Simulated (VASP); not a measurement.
# RbBr (P1) in VASP: notebook

RbBr is run at these levels: PBE; tasks: single point.

All numbers are computed with VASP 6.6.1; they aren't measurements. Logs are shortened: lines on timing, memory, paths and dates and some standing lists are left out, and cuts for length are marked.

### 1 The cell of the first run

The typed cell holds 2 atoms: a = 4.847 Å, b = 4.847 Å, c = 4.847 Å, α = 60.00°, β = 60.00°, γ = 60.00°.

### 2 Single point, PBE

Input file INCAR:

```
SYSTEM = RbBr
ALGO = Normal
EDIFF = 1E-6
ENCUT = 520
GGA = PE
ISIF = 2
ISMEAR = 0
LASPH = .True.
LCHARG = .False.
LREAL = .False.
LWAVE = .False.
NBANDS = 15
NELM = 80
PREC = Accurate
SIGMA = 0.01
```

Input file KPOINTS:

```
k-points
0
Gamma
  3 3 3
  0 0 0
```

Input file POSCAR:

```
RbBr
1.0
    0.0000000000      3.4270000000      3.4270000000
    3.4270000000      0.0000000000      3.4270000000
    3.4270000000      3.4270000000      0.0000000000
Rb Br
1 1
Direct
    0.9936000000      0.0126600000      0.0080500000
    0.5422963992      0.4810163992      0.4572136008
```

Potentials or basis: VASP PAW PBE potentials, release 64 (Rb_sv, Br).

On the command line:

```bash
$ cat potpaw_PBE.64/Rb_sv/POTCAR potpaw_PBE.64/Br/POTCAR > POTCAR
$ mpirun -np 1 vasp_std > vasp.out
```

OUTCAR:

```text
SYSTEM = RbBr
   EDIFF = 1E-6
   ENCUT = 520
   GGA = PE
   ISIF = 2
   ISMEAR = 0
   LASPH = .True.
   LREAL = .False.
   NELM = 80
   PREC = Accurate

 ion  position               nearest neighbor table
   1  0.994  0.013  0.008-   2 3.14   2 3.38   2 3.43   2 3.45   2 3.50   2 3.71
   2  0.542  0.481  0.457-   1 3.14   1 3.38   1 3.43   1 3.45   1 3.50   1 3.71

  LATTYP: Found a face centered cubic cell.
 ALAT       =     6.8540000000

  Lattice vectors:

 A1 = (   0.0000000000,   3.4270000000,   3.4270000000)
 A2 = (   3.4270000000,   0.0000000000,   3.4270000000)
 A3 = (   3.4270000000,   3.4270000000,   0.0000000000)

Analysis of symmetry for initial positions (statically):
=====================================================================
 Subroutine PRICEL returns:
 Original cell was already a primitive cell.

 Routine SETGRP: Setting up the symmetry group for a
 face centered cubic supercell.

 Subroutine GETGRP returns: Found  1 space group operations
 (whereof  1 operations were pure point group operations)
 out of a pool of 48 trial point group operations.

The static configuration has the point symmetry C_1 .

Analysis of symmetry for dynamics (positions and initial velocities):
=====================================================================
 Subroutine PRICEL returns:
 Original cell was already a primitive cell.

 Routine SETGRP: Setting up the symmetry group for a
 face centered cubic supercell.

 Subroutine GETGRP returns: Found  1 space group operations
 (whereof  1 operations were pure point group operations)
 out of a pool of 48 trial point group operations.

The dynamic configuration has the point symmetry C_1 .

 Subroutine INISYM returns: Found  1 space group operations
 (whereof  1 operations are pure point group operations),
 and found     1 'primitive' translations

----------------------------------------------------------------------------------------

                                     Primitive cell

  volume of cell :      80.4956

  direct lattice vectors                    reciprocal lattice vectors
     0.000000000  3.427000000  3.427000000    -0.145900204  0.145900204  0.145900204
     3.427000000  0.000000000  3.427000000     0.145900204 -0.145900204  0.145900204
     3.427000000  3.427000000  0.000000000     0.145900204  0.145900204 -0.145900204

  length of vectors
     4.846509878  4.846509878  4.846509878     0.252706567  0.252706567  0.252706567

  position of ions in fractional coordinates (direct lattice)
     0.993600000  0.012660000  0.008050000
     0.542296399  0.481016399  0.457213601

  ion indices of the primitive-cell ions
   primitive index   ion index
                 1           1
                 2           2

----------------------------------------------------------------------------------------

 KPOINTS: k-points

Automatic generation of k-mesh.
 Grid dimensions read from file:
 generate k-points for:    3    3    3

 Generating k-lattice:

  Cartesian coordinates                     Fractional coordinates (reciprocal lattice)
    -0.048633401  0.048633401  0.048633401     0.333333333  0.000000000  0.000000000
     0.048633401 -0.048633401  0.048633401     0.000000000  0.333333333  0.000000000
     0.048633401  0.048633401 -0.048633401     0.000000000  0.000000000  0.333333333

  Length of vectors
     0.084235522  0.084235522  0.084235522

  Shift w.r.t. Gamma in fractional coordinates (k-lattice)
     0.000000000  0.000000000  0.000000000

 Subroutine IBZKPT returns following result:
 ===========================================

 Found     14 irreducible k-points:

 Following reciprocal coordinates:
            Coordinates               Weight
  0.000000  0.000000  0.000000      1.000000
  0.333333  0.000000  0.000000      2.000000
  0.000000  0.333333  0.000000      2.000000
  0.000000  0.000000  0.333333      2.000000
  0.333333  0.333333  0.333333      2.000000
  0.333333  0.333333  0.000000      2.000000
  0.000000  0.333333  0.333333      2.000000
  0.333333  0.000000  0.333333      2.000000
 -0.333333  0.333333  0.000000      2.000000
  0.000000 -0.333333  0.333333      2.000000
  0.333333  0.000000 -0.333333      2.000000
  0.333333  0.333333 -0.333333      2.000000
 -0.333333  0.333333 -0.333333      2.000000
  0.333333 -0.333333 -0.333333      2.000000
   k-points           NKPTS =     14   k-points in BZ     NKDIM =     14   number of bands    NBANDS=     15
   number of dos      NEDOS =    301   number of ions     NIONS =      2
   total plane-waves  NPLWV =  46656
   dimension x,y,z NGX =    36 NGY =   36 NGZ =   36
   dimension x,y,z NGXF=    72 NGYF=   72 NGZF=   72
   ions per type =               1   1
   NGX,Y,Z   is equivalent  to a cutoff of  12.35, 12.35, 12.35 a.u.
   NGXF,Y,Z  is equivalent  to a cutoff of  24.70, 24.70, 24.70 a.u.
 SYSTEM =  RbBr
   PREC   = accura    normal or accurate (medium, high low for compatibility)
   ISTART =      0    job   : 0-new  1-cont  2-samecut
   ICHARG =      2    charge: 1-file 2-atom 10-const
   ISPIN  =      1    spin polarized calculation?
   LNONCOLLINEAR =      F non collinear calculations
   LSORBIT =      F    spin-orbit coupling
   LASPH  =      T    aspherical Exc in radial PAW
   ENCUT  =  520.0 eV  38.22 Ry    6.18 a.u.   9.01  9.01  9.01*2*pi/ulx,y,z
   NELM   =     80;   NELMIN=  2; NELMDL= -5     # of ELM steps
   EDIFF  = 0.1E-05   stopping-criterion for ELM
   LREAL  =      F    real-space projection
   EDIFFG = 0.1E-04   stopping-criterion for IOM
   NSW    =      0    number of steps for IOM
   IBRION =     -1    ionic relax: 0-MD 1-quasi-New 2-CG
   NFREE  =      0    steps in history (QN), initial steepest desc. (CG)
   ISIF   =      2    stress and relaxation
   ISYM   =      2    0-nonsym 1-usesym 2-fastsym
   POTIM  = 0.5000    time-step for ionic-motion
   TEBEG  =    0.0;   TEEND  =   0.0 temperature during run
   PSTRESS=    0.0 pullay stress
   NELECT =      16.0000    total number of electrons
   NUPDOWN=      -1.0000    fix difference up-down
   EMIN   =  10.00;   EMAX   =-10.00  energy-range for DOS
   EFERMI =   0.00;   METHOD = LEGACY
   ISMEAR =     0;   SIGMA  =   0.01  broadening in eV -4-tet -1-fermi 0-gaus
   EFERMI_NEDOS =   21; number of points for ismear=-14 and -15
   IALGO  =     38    algorithm
   IMIX   =      4    mixing-type and parameters
     AMIX     =   0.40;   BMIX     =  1.00
     AMIX_MAG =   1.60;   BMIX_MAG =  1.00
  volume/ion in A,a.u.               =      40.25       271.61
  Fermi-wavevector in a.u.,A,eV,Ry     =   0.955412  1.805467 12.419564  0.912812
  Thomas-Fermi vector in A             =   2.084247
   LORBIT       =      0    0 simple, 1 ext, 2 COOP (PROOUT), +10 PAW based schemes
   GGA     = PE    functional components
   LHFCALC =     F    Hartree Fock is set to
   AEXX    =    0.0000 exact exchange contribution
   IVDW    =     0    specifies the selected vdW correction
   LEPSILON=     F    determine dielectric tensor
   LRPA    =     F    only Hartree local field effects (RPA)
 non-spin polarized calculation
 Gauss-broadening in eV      SIGMA  =   0.01
  energy-cutoff  :      520.00
  volume of cell :       80.50
 maximum number of plane-waves:      2185
   NGX = 17   NGY = 17   NGZ = 17

 number of electron      16.0000000 magnetization

 Free energy of the ion-electron system (eV)
  ---------------------------------------------------
  ext. energy  EPLUGINS =         0.00000000
  ---------------------------------------------------
  free energy    TOTEN  =        -6.03650641 eV

  energy without entropy =       -6.03650641  energy(sigma->0) =       -6.03650641

 E-fermi :  -1.6605     XC(G=0):  -7.2220

 val. band max:       -1.7675655800   @ k =   0.0000   0.0000   0.0000
 cond. band min:       2.6086626414   @ k =   0.0000   0.0000   0.0000
 fundamental gap:      4.3762282214
 Fermi energy:        -1.6604819475

 k-point     1 :       0.0000    0.0000    0.0000
  band No.  band energies     occupation
      1     -26.1500      2.00000
      2     -13.9471      2.00000
      3     -10.2383      2.00000
      4     -10.2270      2.00000
      5     -10.2266      2.00000
      6      -1.7833      2.00000
      7      -1.7830      2.00000
      8      -1.7676      2.00000
      9       2.6087      0.00000
     10       5.5549      0.00000
     11       5.6060      0.00000
     12       5.6217      0.00000
     13       6.4441      0.00000
     14       6.5738      0.00000
     15       9.1239      0.00000

 k-point     2 :       0.3333    0.0000    0.0000
  band No.  band energies     occupation
      1     -26.1428      2.00000
      2     -13.9809      2.00000
      3     -10.2527      2.00000
      4     -10.2350      2.00000
      5     -10.1849      2.00000
      6      -2.5400      2.00000
      7      -2.0312      2.00000
      8      -2.0141      2.00000
      9       4.4733      0.00000
     10       5.5494      0.00000
     11       6.6956      0.00000
     12       6.7107      0.00000
     13       7.9493      0.00000
     14       8.0924      0.00000
     15       9.7290      0.00000

 k-point     3 :       0.0000    0.3333    0.0000
  band No.  band energies     occupation
      1     -26.1426      2.00000
      2     -13.9840      2.00000
      3     -10.2541      2.00000
      4     -10.2356      2.00000
      5     -10.1800      2.00000
      6      -2.5396      2.00000
      7      -2.0256      2.00000
      8      -2.0029      2.00000
      9       4.4739      0.00000
     10       5.4918      0.00000
     11       6.6664      0.00000
     12       6.6880      0.00000
     13       7.9845      0.00000
     14       8.1515      0.00000
     15       9.7474      0.00000
[... 163 lines left out ...]
 k-point    13 :      -0.3333    0.3333   -0.3333
  band No.  band energies     occupation
      1     -26.1381      2.00000
      2     -13.9479      2.00000
      3     -10.3584      2.00000
      4     -10.2794      2.00000
      5     -10.2180      2.00000
      6      -2.3883      2.00000
      7      -2.1307      2.00000
      8      -2.0494      2.00000
      9       4.9665      0.00000
     10       6.0367      0.00000
     11       6.6954      0.00000
     12       7.0465      0.00000
     13       7.8312      0.00000
     14       8.8780      0.00000
     15       9.7154      0.00000

 k-point    14 :       0.3333   -0.3333   -0.3333
  band No.  band energies     occupation
      1     -26.1380      2.00000
      2     -13.9492      2.00000
      3     -10.3766      2.00000
      4     -10.2643      2.00000
      5     -10.2168      2.00000
      6      -2.3897      2.00000
      7      -2.0848      2.00000
      8      -2.0585      2.00000
      9       5.0010      0.00000
     10       5.6450      0.00000
     11       6.9582      0.00000
     12       7.1833      0.00000
     13       7.7078      0.00000
     14       8.7479      0.00000
     15       9.8331      0.00000

------------------------ aborting loop because EDIFF is reached ----------------------------------------

  FORCE on cell =-STRESS in cart. coord.  units (eV):
  Direction    XX          YY          ZZ          XY          YZ          ZX
  --------------------------------------------------------------------------------------
  -------------------------------------------------------------------------------------
  Total        1.2641635      0.4666485      0.4977970     -0.0053050      0.0009264      0.0427116
  in kB       25.1617897      9.2881268      9.9081032     -0.1055893      0.0184386      0.8501274
  external PRESSURE =      14.7860066 kB  Pullay stress =       0.0000000 kB

 VOLUME and BASIS-vectors are now :
 -----------------------------------------------------------------------------
  energy-cutoff  :      520.00
  volume of cell :       80.50
      direct lattice vectors                 reciprocal lattice vectors
     0.000000000  3.427000000  3.427000000    -0.145900204  0.145900204  0.145900204
     3.427000000  0.000000000  3.427000000     0.145900204 -0.145900204  0.145900204
     3.427000000  3.427000000  0.000000000     0.145900204  0.145900204 -0.145900204

 POSITION                                       TOTAL-FORCE (eV/Angst)
 -----------------------------------------------------------------------------------
      0.07097      3.43265      3.44845        -0.434920     -0.008037      0.065098
      3.21531      3.42532      3.50689         0.434920      0.008037     -0.065098
 -----------------------------------------------------------------------------------
    total drift:                               -0.000059     -0.000002     -0.000032

  FREE ENERGIE OF THE ION-ELECTRON SYSTEM (eV)
  ---------------------------------------------------
  free  energy   TOTEN  =        -6.0365064096 eV

  energy  without entropy=       -6.0365064096  energy(sigma->0) =       -6.03650641
```

Wall time 11 s (1 thread of AMD EPYC 9R45 (Zen 5), shared host); peak memory 0.17 GiB.

Results:

- Free energy: -6.0365 eV
- Pressure: 1.5 GPa
- Largest force: 0.440 eV/Å
- Band gap on the k mesh: 4.38 eV, direct

Forces on the atoms (eV/Å):
```
Rb  -0.435 -0.008  0.065
Br   0.435  0.008 -0.065
```

Caveat: the k points lie up to 0.53 Å⁻¹ apart.

### 3 Single point, PBE

Input file INCAR:

```
PREC = Accurate
ENCUT = 520
EDIFF = 1E-6
ISMEAR = 0
SIGMA = 0.01
LREAL = False
LASPH = True
NELM = 80
ALGO = Normal
ISIF = 2
LWAVE = False
LCHARG = True
GGA = PE
LELF = True
LVHAR = True
NBANDS = 15
```

Input file KPOINTS:

```
Automatic mesh
0
Gamma
  3 3 3
```

Changes to POSCAR since step 2:

```diff
@@ -9,2 +9,2 @@
     0.9936000000      0.0126600000      0.0080500000
-    0.5422963992      0.4810163992      0.4572136008
+    0.5452144033      0.4839344033      0.4542955967
```

Potentials or basis: VASP PAW PBE potentials, release 64 (Rb_sv, Br).

On the command line:

```bash
$ cat potpaw_PBE.64/Rb_sv/POTCAR potpaw_PBE.64/Br/POTCAR > POTCAR
$ mpirun -np 1 vasp_std > vasp.out
```

Run time: 12 s. Hardware: 1 thread of AMD EPYC 9R45 (Zen 5), shared host; peak memory 0.17 GiB.

Results (log left out):

```yaml
Free_energy: -6.0350 eV
Pressure: 1.5 GPa
Largest_force: 0.442 eV/Å
Band_gap_on_the_k_mesh: 4.38 eV, direct
```

Forces in eV/Å, atoms in the order of the input:
```
Rb  -0.433 -0.008  0.088
Br   0.433  0.008 -0.088
```

Stress tensor (GPa, compression positive):
```
 2.51 -0.01  0.11
-0.01  0.92  0.00
 0.11  0.00  1.04
```

Levels at points of the mesh, in eV from the valence-band top:
```tsv
k point	band 5	band 6	band 7	band 8	band 9	band 10	band 11	band 12
(0.00, 0.00, 0.00)	-8.46	-0.02	-0.02	0.00	4.38	7.32	7.38	7.40
```

Caveat: the k points lie up to 0.53 Å⁻¹ apart.

### 4 Single point, PBE

Input file INCAR:

```
PREC     = Accurate       # precision mode
ENCUT    = 520            # plane-wave cutoff, eV
EDIFF    = 1E-7           # SCF threshold, eV
ISMEAR   = 0              # smearing method
SIGMA    = 0.01           # smearing width, eV
LREAL    = F              # projectors in reciprocal space
LASPH    = T              # aspherical terms in the spheres
NELM     = 60             # most SCF steps
ALGO     = Normal         # electronic algorithm
ISIF     = 2              # what is computed and relaxed
LWAVE    = F              # write WAVECAR
LCHARG   = F              # write CHGCAR
GGA      = PE             # functional
NBANDS   = 15             # bands
```

Input file KPOINTS:

```
regular mesh
0
Gamma
  3 3 3
```

Changes to POSCAR since step 3:

```diff
@@ -9,2 +9,2 @@
     0.9936000000      0.0126600000      0.0080500000
-    0.5452144033      0.4839344033      0.4542955967
+    0.5405455967      0.4792655967      0.4589644033
```

On the command line:

```bash
$ cat potpaw_PBE.64/Rb_sv/POTCAR potpaw_PBE.64/Br/POTCAR > POTCAR
$ mpirun -np 1 vasp_std > vasp.out
```

It took 12 s on 1 thread of AMD EPYC 9R45 (Zen 5), shared host; peak memory 0.17 GiB.

The run converged. Its results:

| Property | Result |
| --- | --- |
| Free energy | -6.0372 eV |
| Pressure | 1.5 GPa |
| Largest force | 0.439 eV/Å |
| Band gap on the k mesh | 4.38 eV, direct |

Forces in eV/Å, atoms in the order of the input:
```
Rb  -0.436 -0.008  0.052
Br   0.436  0.008 -0.052
```

Stress tensor (GPa, compression positive):
```
 2.52 -0.01  0.07
-0.01  0.93  0.00
 0.07  0.00  0.97
```

Levels at points of the mesh, in eV from the valence-band top:
```tsv
k point	band 6	band 7	band 8	band 9	band 10	band 11
(0.00, 0.00, 0.00)	-0.02	-0.02	0.00	4.38	7.33	7.37
```

Caveat: the k points lie up to 0.53 Å⁻¹ apart.
